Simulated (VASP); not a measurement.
# P in VASP: a series of runs

The runs below take P through single point, relaxation of cell and atoms, with PBEsol.

All numbers are computed with VASP 6.6.1; they aren't measurements. Logs are shortened: lines on timing, memory, paths and dates and some standing lists are left out, and cuts for length are marked.

## Step 1: The cell of the first run

The cell holds a slab with vacuum, 4 atoms: a = 4.437 Å, b = 3.284 Å, c = 34.875 Å, α = 90.00°, β = 90.00°, γ = 90.00°.

## Step 2: Single point, PBEsol

Contents of INCAR:

```
PREC = Accurate
ENCUT = 520
EDIFF = 1E-7
ISMEAR = 0
SIGMA = 0.05
LREAL = False
LASPH = True
NELM = 60
ALGO = Normal
ISIF = 2
LWAVE = False
LCHARG = False
GGA = PS
NBANDS = 18
```

Contents of KPOINTS:

```
regular mesh
0
Gamma
  6 8 1
```

Contents of POSCAR:

```
P
1.0
    0.0000000000      0.0000000000     -4.4369101751
   -3.2843670957      0.0000000000      0.0000000000
    0.0000000000     34.8747451438      0.0000000000
P
4
Direct
    0.4173798663      0.0000000000      0.9696876223
    0.5826201337      0.0000000000      0.0303123777
    0.9173798663      0.5000000000      0.0303123777
    0.0826201337      0.5000000000      0.9696876223
```

Potentials or basis: VASP PAW PBE potentials, release 64 (P).

Run with:

```bash
$ cat potpaw_PBE.64/P/POTCAR > POTCAR
$ mpirun -np 1 vasp_std > vasp.out
```

OUTCAR:

```text
PREC = Accurate
   ENCUT = 520
   EDIFF = 1E-7
   ISMEAR = 0
   LREAL = False
   LASPH = True
   NELM = 60
   ISIF = 2
   GGA = PS

 ion  position               nearest neighbor table
   1  0.417  0.000  0.970-   4 2.21   4 2.21   2 2.24
   2  0.583  0.000  0.030-   3 2.21   3 2.21   1 2.24
   3  0.917  0.500  0.030-   2 2.21   2 2.21   4 2.24
   4  0.083  0.500  0.970-   1 2.21   1 2.21   3 2.24

  LATTYP: Found a simple orthorhombic cell.
 ALAT       =     3.2843670957
 B/A-ratio  =     1.3509178620
 C/A-ratio  =    10.6184065689

  Lattice vectors:

 A1 = (   3.2843670957,   0.0000000000,   0.0000000000)
 A2 = (   0.0000000000,   0.0000000000,  -4.4369101751)
 A3 = (   0.0000000000,  34.8747451438,   0.0000000000)

Analysis of symmetry for initial positions (statically):
=====================================================================
 Subroutine PRICEL returns:
 Original cell was already a primitive cell.

 Routine SETGRP: Setting up the symmetry group for a
 simple orthorhombic supercell.

 Subroutine GETGRP returns: Found  8 space group operations
 (whereof  4 operations were pure point group operations)
 out of a pool of  8 trial point group operations.

The static configuration has the point symmetry C_2h.
 The point group associated with its full space group is D_2h.

Analysis of symmetry for dynamics (positions and initial velocities):
=====================================================================
 Subroutine PRICEL returns:
 Original cell was already a primitive cell.

 Routine SETGRP: Setting up the symmetry group for a
 simple orthorhombic supercell.

 Subroutine GETGRP returns: Found  8 space group operations
 (whereof  4 operations were pure point group operations)
 out of a pool of  8 trial point group operations.

The dynamic configuration has the point symmetry C_2h.
 The point group associated with its full space group is D_2h.

 Subroutine INISYM returns: Found  8 space group operations
 (whereof  4 operations are pure point group operations),
 and found     1 'primitive' translations

----------------------------------------------------------------------------------------

                                     Primitive cell

  volume of cell :     508.2102

  direct lattice vectors                    reciprocal lattice vectors
     0.000000000  0.000000000 -4.436910175     0.000000000  0.000000000 -0.225382070
    -3.284367096  0.000000000  0.000000000    -0.304472664  0.000000000  0.000000000
     0.000000000 34.874745144  0.000000000     0.000000000  0.028674045  0.000000000

  length of vectors
     4.436910175  3.284367096 34.874745144     0.225382070  0.304472664  0.028674045

  position of ions in fractional coordinates (direct lattice)
     0.417379866  0.000000000  0.969687622
     0.582620134  0.000000000  0.030312378
     0.917379866  0.500000000  0.030312378
     0.082620134  0.500000000  0.969687622

  ion indices of the primitive-cell ions
   primitive index   ion index
                 1           1
                 2           2
                 3           3
                 4           4

----------------------------------------------------------------------------------------

 KPOINTS: regular mesh

Automatic generation of k-mesh.
 Grid dimensions read from file:
 generate k-points for:    6    8    1

 Generating k-lattice:

  Cartesian coordinates                     Fractional coordinates (reciprocal lattice)
     0.000000000  0.000000000 -0.037563678     0.166666667  0.000000000  0.000000000
    -0.038059083  0.000000000  0.000000000     0.000000000  0.125000000  0.000000000
     0.000000000  0.028674045  0.000000000     0.000000000  0.000000000  1.000000000

  Length of vectors
     0.037563678  0.038059083  0.028674045

  Shift w.r.t. Gamma in fractional coordinates (k-lattice)
     0.000000000  0.000000000  0.000000000

 Subroutine IBZKPT returns following result:
 ===========================================

 Found     20 irreducible k-points:

 Following reciprocal coordinates:
            Coordinates               Weight
  0.000000  0.000000  0.000000      1.000000
  0.166667  0.000000  0.000000      2.000000
  0.333333  0.000000  0.000000      2.000000
  0.500000  0.000000  0.000000      1.000000
  0.000000  0.125000  0.000000      2.000000
  0.166667  0.125000  0.000000      4.000000
[... 12 lines left out ...]
  0.333333  0.500000  0.000000      2.000000
  0.500000  0.500000  0.000000      1.000000
   k-points           NKPTS =     20   k-points in BZ     NKDIM =     20   number of bands    NBANDS=     18
   number of dos      NEDOS =    301   number of ions     NIONS =      4
   total plane-waves  NPLWV = 233280
   dimension x,y,z NGX =    36 NGY =   24 NGZ =  270
   dimension x,y,z NGXF=    72 NGYF=   48 NGZF=  540
   ions per type =               4
   NGX,Y,Z   is equivalent  to a cutoff of  13.49, 12.15, 12.87 a.u.
   NGXF,Y,Z  is equivalent  to a cutoff of  26.98, 24.30, 25.74 a.u.
 SYSTEM =  unknown system
   PREC   = accura    normal or accurate (medium, high low for compatibility)
   ISTART =      0    job   : 0-new  1-cont  2-samecut
   ICHARG =      2    charge: 1-file 2-atom 10-const
   ISPIN  =      1    spin polarized calculation?
   LNONCOLLINEAR =      F non collinear calculations
   LSORBIT =      F    spin-orbit coupling
   LASPH  =      T    aspherical Exc in radial PAW
   ENCUT  =  520.0 eV  38.22 Ry    6.18 a.u.   8.25  6.11 64.84*2*pi/ulx,y,z
   NELM   =     60;   NELMIN=  2; NELMDL= -5     # of ELM steps
   EDIFF  = 0.1E-06   stopping-criterion for ELM
   LREAL  =      F    real-space projection
   EDIFFG = 0.1E-05   stopping-criterion for IOM
   NSW    =      0    number of steps for IOM
   IBRION =     -1    ionic relax: 0-MD 1-quasi-New 2-CG
   NFREE  =      0    steps in history (QN), initial steepest desc. (CG)
   ISIF   =      2    stress and relaxation
   ISYM   =      2    0-nonsym 1-usesym 2-fastsym
   POTIM  = 0.5000    time-step for ionic-motion
   TEBEG  =    0.0;   TEEND  =   0.0 temperature during run
   PSTRESS=    0.0 pullay stress
   NELECT =      20.0000    total number of electrons
   NUPDOWN=      -1.0000    fix difference up-down
   EMIN   =  10.00;   EMAX   =-10.00  energy-range for DOS
   EFERMI =   0.00;   METHOD = LEGACY
   ISMEAR =     0;   SIGMA  =   0.05  broadening in eV -4-tet -1-fermi 0-gaus
   EFERMI_NEDOS =   21; number of points for ismear=-14 and -15
   IALGO  =     38    algorithm
   IMIX   =      4    mixing-type and parameters
     AMIX     =   0.40;   BMIX     =  1.00
     AMIX_MAG =   1.60;   BMIX_MAG =  1.00
  volume/ion in A,a.u.               =     127.05       857.39
  Fermi-wavevector in a.u.,A,eV,Ry     =   0.556848  1.052291  4.218898  0.310080
  Thomas-Fermi vector in A             =   1.591191
   LORBIT       =      0    0 simple, 1 ext, 2 COOP (PROOUT), +10 PAW based schemes
   GGA     = PS    functional components
   LHFCALC =     F    Hartree Fock is set to
   AEXX    =    0.0000 exact exchange contribution
   IVDW    =     0    specifies the selected vdW correction
   LEPSILON=     F    determine dielectric tensor
   LRPA    =     F    only Hartree local field effects (RPA)
 non-spin polarized calculation
 Gauss-broadening in eV      SIGMA  =   0.05
  energy-cutoff  :      520.00
  volume of cell :      508.21
 maximum number of plane-waves:     13734
 NGX is ok and might be reduce to    36
   NGX = 17   NGY = 13   NGZ =129

 number of electron      19.9999999 magnetization

 Free energy of the ion-electron system (eV)
  ---------------------------------------------------
  ext. energy  EPLUGINS =         0.00000000
  ---------------------------------------------------
  free energy    TOTEN  =       -22.84062325 eV

  energy without entropy =      -22.84062325  energy(sigma->0) =      -22.84062325

 E-fermi :  -3.0697     XC(G=0):  -1.7983

 val. band max:       -3.2952958916   @ k =   0.0000   0.0000   0.0000
 cond. band min:      -2.5779494959   @ k =   0.0000   0.0000   0.0000
 fundamental gap:      0.7173463957
 Fermi energy:        -3.0697063836

 k-point     1 :       0.0000    0.0000    0.0000
  band No.  band energies     occupation
      1     -18.5214      2.00000
      2     -15.8687      2.00000
      3     -12.3455      2.00000
      4      -9.1482      2.00000
      5      -8.0935      2.00000
      6      -7.8123      2.00000
[... 10 lines left out ...]
     17       1.6841      0.00000
     18       1.8325      0.00000

 k-point     2 :       0.1667    0.0000    0.0000
  band No.  band energies     occupation
      1     -18.3704      2.00000
      2     -16.0327      2.00000
      3     -12.5151      2.00000
      4      -9.7841      2.00000
      5      -7.6876      2.00000
      6      -7.4100      2.00000
[... 10 lines left out ...]
     17       1.8941      0.00000
     18       2.1379      0.00000

 k-point     3 :       0.3333    0.0000    0.0000
  band No.  band energies     occupation
      1     -17.9344      2.00000
      2     -16.5542      2.00000
      3     -12.4930      2.00000
      4     -10.9355      2.00000
      5      -7.2180      2.00000
      6      -6.3069      2.00000
[... 10 lines left out ...]
     17       2.0475      0.00000
     18       2.3276      0.00000

 k-point     4 :       0.5000    0.0000    0.0000
  band No.  band energies     occupation
      1     -17.2774      2.00000
      2     -17.2774      2.00000
      3     -11.9251      2.00000
      4     -11.9251      2.00000
      5      -6.4328      2.00000
      6      -6.4328      2.00000
[... 291 lines left out ...]
      4     -12.8518      2.00000
      5      -8.3986      2.00000
      6      -8.3986      2.00000
[... 10 lines left out ...]
     17       3.0200      0.00000
     18       3.0200      0.00000

 k-point    19 :       0.3333    0.5000    0.0000
  band No.  band energies     occupation
      1     -15.3340      2.00000
      2     -15.3340      2.00000
      3     -13.0305      2.00000
      4     -13.0305      2.00000
      5      -8.5997      2.00000
      6      -8.5997      2.00000
[... 10 lines left out ...]
     17       2.8301      0.00000
     18       2.8301      0.00000

 k-point    20 :       0.5000    0.5000    0.0000
  band No.  band energies     occupation
      1     -15.2027      2.00000
      2     -15.2027      2.00000
      3     -13.1582      2.00000
      4     -13.1582      2.00000
      5      -8.3613      2.00000
      6      -8.3613      2.00000
[... 10 lines left out ...]
     17       2.8599      0.00000
     18       2.8599      0.00000

------------------------ aborting loop because EDIFF is reached ----------------------------------------

  FORCE on cell =-STRESS in cart. coord.  units (eV):
  Direction    XX          YY          ZZ          XY          YZ          ZX
  --------------------------------------------------------------------------------------
  -------------------------------------------------------------------------------------
  Total       -0.0072798     -0.0953060     -0.0549909      0.0000000      0.0000000      0.0000000
  in kB       -0.0229503     -0.3004606     -0.1733636      0.0000000      0.0000000      0.0000000
  external PRESSURE =      -0.1655915 kB  Pullay stress =       0.0000000 kB

 VOLUME and BASIS-vectors are now :
 -----------------------------------------------------------------------------
  energy-cutoff  :      520.00
  volume of cell :      508.21
      direct lattice vectors                 reciprocal lattice vectors
     0.000000000  0.000000000 -4.436910175     0.000000000  0.000000000 -0.225382070
    -3.284367096  0.000000000  0.000000000    -0.304472664  0.000000000  0.000000000
     0.000000000 34.874745144  0.000000000     0.000000000  0.028674045  0.000000000

 POSITION                                       TOTAL-FORCE (eV/Angst)
 -----------------------------------------------------------------------------------
      0.00000     33.81761     -1.85188         0.000000      0.019190      0.009968
      0.00000      1.05714     -2.58503         0.000000     -0.019190     -0.009968
     -1.64218      1.05714     -4.07033         0.000000     -0.019190      0.009968
     -1.64218     33.81761     -0.36658         0.000000      0.019190     -0.009968
 -----------------------------------------------------------------------------------
    total drift:                                0.000000     -0.000000      0.000000

  FREE ENERGIE OF THE ION-ELECTRON SYSTEM (eV)
  ---------------------------------------------------
  free  energy   TOTEN  =       -22.8406232498 eV

  energy  without entropy=      -22.8406232498  energy(sigma->0) =      -22.84062325
```

Wall time 3.7 min (1 thread of Intel Xeon Platinum 8375C at 2.90GHz (Ice Lake), shared host); peak memory 0.55 GiB.

Results:

| Item | Value |
| --- | --- |
| Free energy | -22.8406 eV |
| Largest force | 0.022 eV/Å |
| Band gap on the k mesh | 0.72 eV, direct |

Forces on the atoms (eV/Å):
```
P    0.000  0.019  0.010
P    0.000 -0.019 -0.010
P    0.000 -0.019  0.010
P    0.000  0.019 -0.010
```

Caveat: the PAW data sets were made with another functional, which shifts forces and pressure a little.

## Step 3: Single point, PBEsol (biaxial strain in the a-b plane: +4.5 %)

Contents of INCAR:

```
SYSTEM = P
ALGO = Normal
EDIFF = 1E-7
ENCUT = 520
GGA = PS
ISIF = 2
ISMEAR = 0
LASPH = .True.
LCHARG = .False.
LREAL = .False.
LWAVE = .False.
NBANDS = 18
NELM = 80
PREC = Accurate
SIGMA = 0.02
```

Contents of KPOINTS:

```
k-points
0
Gamma
  8 1 6
  0 0 0
```

Contents of POSCAR:

```
P
1.0
    3.4321635933      0.0000000000      0.0000000000
    0.0000000000     36.4441105939      0.0000000000
    0.0000000000      0.0000000000      4.3171137566
P
4
Direct
    0.0000000000      0.9704242032      0.5788128389
    0.0000000000      0.0295757968      0.4211871611
    0.5000000000      0.0295757968      0.0788128389
    0.5000000000      0.9704242032      0.9211871611
```

Potentials or basis: VASP PAW PBE potentials, release 64 (P).

Run with:

```bash
$ cat potpaw_PBE.64/P/POTCAR > POTCAR
$ mpirun -np 1 vasp_std > vasp.out
```

It took 6.9 min on 1 thread of Intel Xeon 6975P-C, shared host; peak memory 0.59 GiB.

The run converged. Its results:

```
Free energy            : -22.7569 eV
Largest force          : 0.308 eV/Å
Band gap on the k mesh : 0.70 eV, direct
```

Forces on the atoms (eV/Å):
```
P    0.000  0.299  0.075
P    0.000 -0.299 -0.075
P    0.000 -0.299  0.075
P    0.000  0.299 -0.075
```

Levels at points of the mesh, in eV from the valence-band top:
```
           k point  band 7  band 8  band 9  band 10  band 11  band 12  band 13  band 14
(0.00, 0.00, 0.00)   -3.91   -2.14   -1.83     0.00     0.70     1.03     2.14     3.21
(0.50, 0.00, 0.00)   -2.69   -2.69   -2.10    -2.10     1.37     1.37     1.81     1.81
(0.00, 0.00, 0.50)   -2.91   -2.91   -1.01    -1.01     1.59     1.59     2.87     2.87
(0.50, 0.00, 0.50)   -4.94   -4.94   -1.50    -1.50     2.32     2.32     4.61     4.61
```

Caveat: the cell differs from its parent crystal (biaxial strain in the a-b plane: +4.5 %); the PAW data sets were made with another functional, which shifts forces and pressure a little.

(Part 1 of 2 ends here.)
